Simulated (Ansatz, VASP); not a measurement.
# CuAu3: VASP beside Ansatz

```
Cu Au
1.0
     4.03818    0.00000    0.00000
     0.00000    4.03818    0.00000
     0.00000    0.00000    4.03818
Cu Au
1 3
Direct
  0.00000 0.00000 0.00000
  0.00000 0.50000 0.50000
  0.50000 0.00000 0.50000
  0.50000 0.50000 0.00000
```

Alike in both runs: functional r2SCAN; k mesh 8 × 8 × 8; occupations fermi-dirac, width 0.1 eV; no spin polarisation.

Ansatz relaxed the structure, and its values are those at the end. VASP's run is a single point on that final structure, the one shown.

|  | VASP | Ansatz |
| --- | --- | --- |
| version | VASP 6.6.1 | Ansatz 0.2.0 |
| potentials or method | VASP PAW PBE potentials, release 64 (Cu, Au), cutoff 520 eV | PAW plane waves |
| valence electrons in the cell | 44 | 76 |

VASP gave:

| Property | Result |
| --- | --- |
| pressure (GPa) | -2.6 |

Q: Estimate Ansatz's values.

A: Pressure (GPa): -2.9.

VASP's potentials were made for PBE, not for r2SCAN. With one functional, cell and mesh, what is left measures potentials, basis and numerics. VASP's potentials hold 44 valence electrons a cell and Ansatz's 76, so a difference there can come from the potentials and not from the codes. Ansatz's warnings: stress scf threshold loose.

Spin-orbit coupling is off throughout.
